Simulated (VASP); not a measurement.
Wanted: the native input for a VASP 6.6.1 run.

| Property | Result |
| --- | --- |
| Task | single point |
| Functional | PBE |
| Potentials or basis | VASP PAW PBE potentials, release 64 (Al, Sn_d) |
| Cutoff | 500 eV |
| k mesh | 6 × 6 × 4 |
| Occupations | gaussian, width 0.082 eV |
| Spin | no spin polarisation |
| Dipole correction | no |
| Further INCAR settings | ALGO = Normal; EDIFF = 1e-06; NBANDS = 16 |

The structure of AlSn lies in POSCAR:

```
AlSn
1.0
    4.1981056157      0.0000000000      0.0000000000
   -2.0990528078      3.6356661109      0.0000000000
    0.0000000000      0.0000000000      3.3068470000
Al Sn
1 1
Direct
    0.0000000000      0.0000000000      0.0000000000
    0.3333333333      0.6666666667      0.5000000000
```

One way to write it, as run:

INCAR

```
SYSTEM = AlSn
PREC     = Accurate       ! precision mode
ENCUT    = 500            ! plane-wave cutoff, eV
EDIFF    = 1E-6           ! SCF threshold, eV
ISMEAR   = 0              ! smearing method
SIGMA    = 0.082          ! smearing width, eV
LREAL    = .FALSE.        ! projectors in reciprocal space
LASPH    = .TRUE.         ! aspherical terms in the spheres
NELM     = 120            ! most SCF steps
ALGO     = Normal         ! electronic algorithm
ISIF     = 2              ! what is computed and relaxed
LWAVE    = .FALSE.        ! write WAVECAR
LCHARG   = .FALSE.        ! write CHGCAR
GGA      = PE             ! functional
NBANDS   = 16             ! bands
GGA_COMPAT= .FALSE.
```

KPOINTS

```
regular mesh
0
G
  6 6 4
  0 0 0
```

Potentials or basis: VASP PAW PBE potentials, release 64 (Al, Sn_d).

The run is started by

```sh
$ cat potpaw_PBE.64/Al/POTCAR potpaw_PBE.64/Sn_d/POTCAR > POTCAR
$ mpirun -np 1 vasp_std > vasp.out
```

It gave:

```
Pressure : 1.1 GPa
```

Caveat: the k points lie up to 0.48 Å⁻¹ apart.

Run time: 15 s on 1 thread of Intel(R) Xeon(R) Platinum 8375C CPU @ 2.90GHz (Ice Lake), with other jobs on the host, peak memory 0.16 GiB.
